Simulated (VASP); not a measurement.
A run of VASP 6.6.1 is set up as follows.

File INCAR:

```
PREC = Accurate ; ENCUT = 520
EDIFF = 1E-6 ; ISMEAR = -1
SIGMA = 0.05 ; LREAL = Auto
LASPH = True ; NELM = 80
ALGO = Normal ; ISIF = 2
LWAVE = False ; LCHARG = False
GGA = PS ; NBANDS = 66
```

KPOINTS

```
Automatic mesh
0
Gamma
  2 2 1
```

The input POSCAR:

```
HC2
1.0
    5.0487420000      0.0000000000      0.0000000000
    0.0000000000      5.0487420000      0.0000000000
    0.0000000000      0.0000000000     15.1647000000
H C
10 20
Direct
    0.4277897346      0.0000000000      0.0659426167
    0.0722160095      0.0000000000      0.0659426167
    0.9277954786      0.0000000000      0.0659426167
    0.5722217535      0.0000000000      0.0659426167
    0.4277897346      0.5000057440      0.0659426167
    0.0722160095      0.5000057440      0.0659426167
    0.9277954786      0.5000057440      0.0659426167
    0.5722217535      0.5000057440      0.0659426167
    0.2538652203      0.4997284472      0.4078550845
    0.2584406175      0.0267987550      0.4154187026
    0.2500028720      0.0000000000      0.1077963956
    0.7500086160      0.0000000000      0.1077963956
    0.2500028720      0.5000057440      0.1077963956
    0.7500086160      0.5000057440      0.1077963956
    0.2500028720      0.2500028720      0.1666501810
    0.7500086160      0.2500028720      0.1666501810
    0.2500028720      0.7500086160      0.1666501810
    0.7500086160      0.7500086160      0.1666501810
   -0.0018420430      0.2552517043      0.2216265406
    0.5011545450      0.2423574031      0.2226552454
    0.0116068518      0.7554555174      0.2336478796
    0.5006791791      0.7479486969      0.2319531544
    0.0093290566      0.0256697609      0.2884659769
    0.5024419945      0.0107353475      0.2890067064
   -0.0002971037      0.4889534858      0.2874174893
    0.5052545763      0.4706122832      0.2841401412
    0.2512705145      0.0943205258      0.3444974183
    0.7460868470      0.1095124290      0.3329310834
    0.2524985432      0.4154104131      0.3408573859
    0.7401447727      0.3897802661      0.3318166531
```

Potentials or basis: VASP PAW PBE potentials, release 64 (H, C).

Launch:

```sh
$ cat potpaw_PBE.64/H/POTCAR potpaw_PBE.64/C/POTCAR > POTCAR
$ mpirun -np 1 vasp_std > vasp.out
```

Question: Estimate the largest force.

Answer: 8.945 eV/Å.

Question: Estimate the band gap on the k mesh.

Answer: 0.66 eV, direct.

Forces on the atoms (eV/Å):
```
H   -8.928 -0.053  0.041
H    8.933 -0.077  0.023
H   -8.931 -0.052  0.022
H    8.913 -0.004  0.045
H   -8.944  0.113  0.011
H    8.941  0.018  0.050
H   -8.918  0.005  0.054
H    8.894  0.055  0.050
H    0.170  0.156 -0.139
H   -0.244 -0.098 -0.953
C   -0.125 -0.097  1.364
C    0.110 -0.193  1.378
C    0.114  0.103  1.430
C   -0.039  0.191  1.582
C    0.014 -0.129 -2.754
C   -0.074 -0.403 -2.383
C    0.531  0.120  1.262
C    0.395  0.424  1.207
C    1.618 -0.257 -0.177
C   -1.311 -0.010 -1.894
C   -1.838 -0.205 -0.720
C    0.633 -0.612 -0.538
C   -1.067 -0.967  0.260
C   -0.979  0.122 -0.188
C    0.499 -0.306  0.399
C   -2.356  2.600  0.903
C    0.406  0.215 -0.157
C    1.461  0.828 -0.150
C   -0.238 -0.601 -0.303
C    2.362 -0.886  0.273
```

Caveat: the k points lie up to 0.62 Å⁻¹ apart; the PAW data sets were made with another functional, which shifts forces and pressure a little.
